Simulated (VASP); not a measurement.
# Ti (Fm-3m) in VASP: settings compared

Aim: see how the results for Ti move with the level of theory and the settings. Levels: PBE0, PBEsol-based screened hybrid with 25 % exact exchange. Tasks: relaxation of cell and atoms, single point.

Program: VASP 6.6.1. These are calculated values, not measurements. Logs are shortened: lines on timing, memory, paths and dates and some standing lists are left out, and cuts for length are marked.

## 1. The cell of the first run

It takes space group Fm-3m (No. 225, cubic). The conventional cell has a = 4.060 Å, b = 4.060 Å, c = 4.060 Å, α = 90.00°, β = 90.00°, γ = 90.00°. Within 3.8 Å of Ti (site symmetry m-3m) lie 12 Ti at 2.87 Å.

This isn't the form of Ti at room conditions, which is hcp.

## 2. Relaxation of cell and atoms, PBE0

Contents of POSCAR:

```
Ti
1.0
    0.0000000000      2.0300000000      2.0300000000
    2.0300000000      0.0000000000      2.0300000000
    2.0300000000      2.0300000000      0.0000000000
Ti
1
Direct
    0.0000000000      0.0000000000      0.0000000000
```

Contents of INCAR.step1:

```
SYSTEM = Ti
  PREC = Accurate
  ENCUT = 600
  EDIFF = 1E-5
  ISMEAR = -1
  SIGMA = 0.05
  LREAL = .False.
  LASPH = .True.
  NELM = 80
  ALGO = Normal
  LWAVE = .True.
  LCHARG = .False.
  GGA = PE
  NBANDS = 12
```

Contents of INCAR.step2:

```
SYSTEM = Ti
  PREC = Accurate
  ENCUT = 600
  EDIFF = 1E-7
  ISMEAR = -1
  SIGMA = 0.05
  LREAL = .False.
  LASPH = .True.
  NELM = 80
  ALGO = Normal
  ISIF = 3
  LWAVE = .False.
  LCHARG = .False.
  GGA = PE
  LHFCALC = .True.
  AEXX = 0.25
  PRECFOCK = Normal
  IBRION = 2
  NSW = 60
  EDIFFG = -0.01
  ISTART = 1
```

Contents of KPOINTS:

```
Automatic mesh
0
Gamma
  6 6 6
  0 0 0
```

Potentials or basis: VASP PAW PBE potentials, release 64 (Ti_sv).

Launch:

```sh
cat potpaw_PBE.64/Ti_sv/POTCAR > POTCAR
cp INCAR.step1 INCAR
mpirun -np 1 vasp_std > vasp.out
cp INCAR.step2 INCAR
mpirun -np 1 vasp_std > vasp.out
```

OUTCAR:

```text
SYSTEM = Ti
   PREC = Accurate
   ENCUT = 600
   EDIFF = 1E-7
   ISMEAR = -1
   LREAL = .False.
   LASPH = .True.
   NELM = 80
   ISIF = 3
   GGA = PE
   LHFCALC = .True.
   AEXX = 0.25
   PRECFOCK = Normal
   IBRION = 2
   NSW = 60
   EDIFFG = -0.01
   ISTART = 1

 ion  position               nearest neighbor table
   1  0.000  0.000  0.000-

  LATTYP: Found a face centered cubic cell.
 ALAT       =     4.0600000000

  Lattice vectors:

 A1 = (   0.0000000000,   2.0300000000,   2.0300000000)
 A2 = (   2.0300000000,   0.0000000000,   2.0300000000)
 A3 = (   2.0300000000,   2.0300000000,   0.0000000000)

Analysis of symmetry for initial positions (statically):
=====================================================================
 Subroutine PRICEL returns:
 Original cell was already a primitive cell.

 Routine SETGRP: Setting up the symmetry group for a
 face centered cubic supercell.

 Subroutine GETGRP returns: Found 48 space group operations
 (whereof 48 operations were pure point group operations)
 out of a pool of 48 trial point group operations.

The static configuration has the point symmetry O_h .

Analysis of symmetry for dynamics (positions and initial velocities):
=====================================================================
 Subroutine PRICEL returns:
 Original cell was already a primitive cell.

 Routine SETGRP: Setting up the symmetry group for a
 face centered cubic supercell.

 Subroutine GETGRP returns: Found 48 space group operations
 (whereof 48 operations were pure point group operations)
 out of a pool of 48 trial point group operations.

The dynamic configuration has the point symmetry O_h .

 Subroutine INISYM returns: Found 48 space group operations
 (whereof 48 operations are pure point group operations),
 and found     1 'primitive' translations

----------------------------------------------------------------------------------------

                                     Primitive cell

  volume of cell :      16.7309

  direct lattice vectors                    reciprocal lattice vectors
     0.000000000  2.030000000  2.030000000    -0.246305419  0.246305419  0.246305419
     2.030000000  0.000000000  2.030000000     0.246305419 -0.246305419  0.246305419
     2.030000000  2.030000000  0.000000000     0.246305419  0.246305419 -0.246305419

  length of vectors
     2.870853532  2.870853532  2.870853532     0.426613499  0.426613499  0.426613499

  position of ions in fractional coordinates (direct lattice)
     0.000000000  0.000000000  0.000000000

  ion indices of the primitive-cell ions
   primitive index   ion index
                 1           1

----------------------------------------------------------------------------------------

 KPOINTS: Automatic mesh

Automatic generation of k-mesh.
 Grid dimensions read from file:
 generate k-points for:    6    6    6

 Generating k-lattice:

  Cartesian coordinates                     Fractional coordinates (reciprocal lattice)
    -0.041050903  0.041050903  0.041050903     0.166666667  0.000000000  0.000000000
     0.041050903 -0.041050903  0.041050903     0.000000000  0.166666667  0.000000000
     0.041050903  0.041050903 -0.041050903     0.000000000  0.000000000  0.166666667

  Length of vectors
     0.071102250  0.071102250  0.071102250

  Shift w.r.t. Gamma in fractional coordinates (k-lattice)
     0.000000000  0.000000000  0.000000000

 Subroutine IBZKPT returns following result:
 ===========================================

 Found     16 irreducible k-points:

 Following reciprocal coordinates:
            Coordinates               Weight
  0.000000  0.000000  0.000000      1.000000
  0.166667  0.000000  0.000000      8.000000
  0.333333  0.000000  0.000000      8.000000
  0.500000  0.000000  0.000000      4.000000
  0.166667  0.166667  0.000000      6.000000
  0.333333  0.166667  0.000000     24.000000
[... 8 lines left out ...]
 -0.333333  0.333333  0.166667     24.000000
 -0.333333  0.500000  0.166667     12.000000
   k-points           NKPTS =     16   k-points in BZ     NKDIM =    216   number of bands    NBANDS=     10
   number of dos      NEDOS =    301   number of ions     NIONS =      1
   total plane-waves  NPLWV =  13824
   dimension x,y,z NGX =    24 NGY =   24 NGZ =   24
   dimension x,y,z NGXF=    48 NGYF=   48 NGZF=   48
   ions per type =               1
   NGX,Y,Z   is equivalent  to a cutoff of  13.90, 13.90, 13.90 a.u.
   NGXF,Y,Z  is equivalent  to a cutoff of  27.80, 27.80, 27.80 a.u.
 SYSTEM =  Ti
   PREC   = accura    normal or accurate (medium, high low for compatibility)
   ISTART =      1    job   : 0-new  1-cont  2-samecut
   ICHARG =      0    charge: 1-file 2-atom 10-const
   ISPIN  =      1    spin polarized calculation?
   LNONCOLLINEAR =      F non collinear calculations
   LSORBIT =      F    spin-orbit coupling
   LASPH  =      T    aspherical Exc in radial PAW
   ENCUT  =  600.0 eV  44.10 Ry    6.64 a.u.   5.73  5.73  5.73*2*pi/ulx,y,z
   NELM   =     80;   NELMIN=  2; NELMDL=  0     # of ELM steps
   EDIFF  = 0.1E-06   stopping-criterion for ELM
   LREAL  =      F    real-space projection
   EDIFFG = -.1E-01   stopping-criterion for IOM
   NSW    =     60    number of steps for IOM
   IBRION =      2    ionic relax: 0-MD 1-quasi-New 2-CG
   NFREE  =      1    steps in history (QN), initial steepest desc. (CG)
   ISIF   =      3    stress and relaxation
   ISYM   =      3    0-nonsym 1-usesym 2-fastsym
   POTIM  = 0.5000    time-step for ionic-motion
   TEBEG  =    0.0;   TEEND  =   0.0 temperature during run
   PSTRESS=    0.0 pullay stress
   NELECT =      12.0000    total number of electrons
   NUPDOWN=      -1.0000    fix difference up-down
   EMIN   =  10.00;   EMAX   =-10.00  energy-range for DOS
   EFERMI =   0.00;   METHOD = LEGACY
   ISMEAR =    -1;   SIGMA  =   0.05  broadening in eV -4-tet -1-fermi 0-gaus
   EFERMI_NEDOS =   21; number of points for ismear=-14 and -15
   IALGO  =     38    algorithm
   IMIX   =      1    mixing-type and parameters
     AMIX     =   0.40;   BMIX     =  1.00
     AMIX_MAG =   1.60;   BMIX_MAG =  1.00
  volume/ion in A,a.u.               =      16.73       112.91
  Fermi-wavevector in a.u.,A,eV,Ry     =   1.465421  2.769245 29.217967  2.147460
  Thomas-Fermi vector in A             =   2.581280
   LORBIT       =      0    0 simple, 1 ext, 2 COOP (PROOUT), +10 PAW based schemes
   GGA     = PE    functional components
   LHFCALC =     T    Hartree Fock is set to
   PRECFOCK=normal    Normal, Fast or Accurate (Low or Medium for compatibility)
   ENCUT4O =  -1.0   cutoff for four orbital integrals eV
   NKREDX  =     1    reduce k-point grid by
   NKREDY  =     1    reduce k-point grid by
   NKREDZ  =     1    reduce k-point grid by
   AEXX    =    0.2500 exact exchange contribution
   HFSCREEN=    0.0000 screening length (either q_TF or 0.3 A-1)
   HFSCREENC=   0.0000 screening length for correlation (either q_TF or 0.3 A-1)
   ENCUTFOCK=  -1.0 apply spherical cutoff to Coloumb kernel
   IVDW    =     0    specifies the selected vdW correction
   LEPSILON=     F    determine dielectric tensor
   LRPA    =     F    only Hartree local field effects (RPA)
 conjugate gradient relaxation of ions
 non-spin polarized calculation
  energy-cutoff  :      600.00
  volume of cell :       16.73
 maximum number of plane-waves:       568
  NGX = 18; NGY = 18; NGZ = 18

--------------------------------------- Ionic step        1  -------------------------------------------

 number of electron      12.0000002 magnetization

 Free energy of the ion-electron system (eV)
  ---------------------------------------------------
  ext. energy  EPLUGINS =         0.00000000
  ---------------------------------------------------
  free energy    TOTEN  =       -10.41649346 eV

  energy without entropy =      -10.41059134  energy(sigma->0) =      -10.41354240

------------------------ aborting loop because EDIFF is reached ----------------------------------------

  FORCE on cell =-STRESS in cart. coord.  units (eV):
  Direction    XX          YY          ZZ          XY          YZ          ZX
  --------------------------------------------------------------------------------------
  -------------------------------------------------------------------------------------
  Total        0.3280795      0.3280795      0.3280795     -0.0000000      0.0000000     -0.0000000
  in kB       31.4174960     31.4174960     31.4174960     -0.0000000      0.0000000     -0.0000000
  external PRESSURE =      31.4174960 kB  Pullay stress =       0.0000000 kB

 VOLUME and BASIS-vectors are now :
 -----------------------------------------------------------------------------
  energy-cutoff  :      600.00
  volume of cell :       16.73
      direct lattice vectors                 reciprocal lattice vectors
     0.000000000  2.030000000  2.030000000    -0.246305419  0.246305419  0.246305419
     2.030000000  0.000000000  2.030000000     0.246305419 -0.246305419  0.246305419
     2.030000000  2.030000000  0.000000000     0.246305419  0.246305419 -0.246305419
[... 36 lines left out ...]
 POSITION                                       TOTAL-FORCE (eV/Angst)
 -----------------------------------------------------------------------------------
     -0.00000      2.06213      2.06213         0.000000      0.000000      0.000000
 -----------------------------------------------------------------------------------
    total drift:                                0.000000      0.000000     -0.000000

  FREE ENERGIE OF THE ION-ELECTRON SYSTEM (eV)
  ---------------------------------------------------
  free  energy   TOTEN  =       -10.4166093193 eV

  energy  without entropy=      -10.4106162347  energy(sigma->0) =      -10.41361278

--------------------------------------- Ionic step        3  -------------------------------------------

 number of electron      12.0000003 magnetization

 Free energy of the ion-electron system (eV)
  ---------------------------------------------------
  ext. energy  EPLUGINS =         0.00000000
  ---------------------------------------------------
  free energy    TOTEN  =       -10.42036004 eV

  energy without entropy =      -10.41441437  energy(sigma->0) =      -10.41738721

 E-fermi :   8.1848     XC(G=0):  -9.1247

 val. band max:        8.1163588902   @ k =  -0.3333   0.3333   0.1667
 cond. band min:       8.7514260526   @ k =  -0.3333   0.3333   0.0000
 fundamental gap:      0.6350671624
 Fermi energy:         8.1847586379

 k-point     1 :       0.0000    0.0000    0.0000
  band No.  band energies     occupation
      1     -53.6691      2.00000
      2     -27.8196      2.00000
      3     -27.8196      2.00000
      4     -27.8196      2.00000
      5       0.5340      2.00000
      6      10.1579      0.00000
      7      10.1579      0.00000
      8      10.1579      0.00000
      9      12.3465      0.00000
     10      12.3465      0.00000

 k-point     2 :       0.1667    0.0000    0.0000
  band No.  band energies     occupation
      1     -53.6348      2.00000
      2     -28.0152      2.00000
      3     -27.8419      2.00000
      4     -27.8419      2.00000
      5       1.5279      2.00000
      6       9.3476      0.00000
      7      10.4247      0.00000
      8      10.4247      0.00000
      9      12.1793      0.00000
     10      12.1793      0.00000
[... 202 lines left out ...]
 POSITION                                       TOTAL-FORCE (eV/Angst)
 -----------------------------------------------------------------------------------
      0.00000      0.00000      0.00000         0.000000      0.000000     -0.000000
 -----------------------------------------------------------------------------------
    total drift:                                0.000000      0.000000     -0.000000

  FREE ENERGIE OF THE ION-ELECTRON SYSTEM (eV)
  ---------------------------------------------------
  free  energy   TOTEN  =       -10.4203600395 eV

  energy  without entropy=      -10.4144143724  energy(sigma->0) =      -10.41738721

 reached required accuracy - stopping structural energy minimisation
```

Wall time 81 min (1 thread of AMD EPYC 7R43 (Zen 3), shared host); peak memory 0.12 GiB.

Results:

```yaml
Free_energy: -10.4204 eV
Relaxed_volume: 17.13 Å³/atom
Relaxed_cell: a = 2.894 Å, b = 2.894 Å, c = 2.894 Å, α = 60.00°, β = 60.00°, γ = 60.00°
Space_group_after_relaxing_to_0.1_Å: Fm-3m (No. 225)
Energy_gained_by_relaxing: 3.9 meV/atom
Ionic_steps: 3
Pressure_after_relaxing: 0.0 GPa
Band_gap_on_the_k_mesh: zero (bands 6 and 7 overlap by 2.04 eV)
```

Step by step:
| step | energy change (eV) | largest force (eV/Å) | pressure (GPa) | volume (Å³) |
| --- | --- | --- | --- | --- |
| 1 | 0.0000 | 0.0000 | 3.14 | 16.73 |
| 2 | -0.0001 | 0.0000 | -2.84 | 17.54 |
| 3 | -0.0039 | 0.0000 | -0.03 | 17.13 |

Final structure:
```yaml
crystal:
  lattice:
    - [0.00000, 2.04603, 2.04603]
    - [2.04603, 0.00000, 2.04603]
    - [2.04603, 2.04603, 0.00000]
  atoms:
    - { symbol: Ti, position: [0.00000, 0.00000, 0.00000] }
```

Caveat: the k points lie up to 0.44 Å⁻¹ apart in the final cell, too coarse for converged energies and pressures of a metal; the PAW data sets were made with another functional, which shifts forces and pressure a little. Zero-point motion and thermal expansion aren't in these numbers.

[end of part 1 of 2]
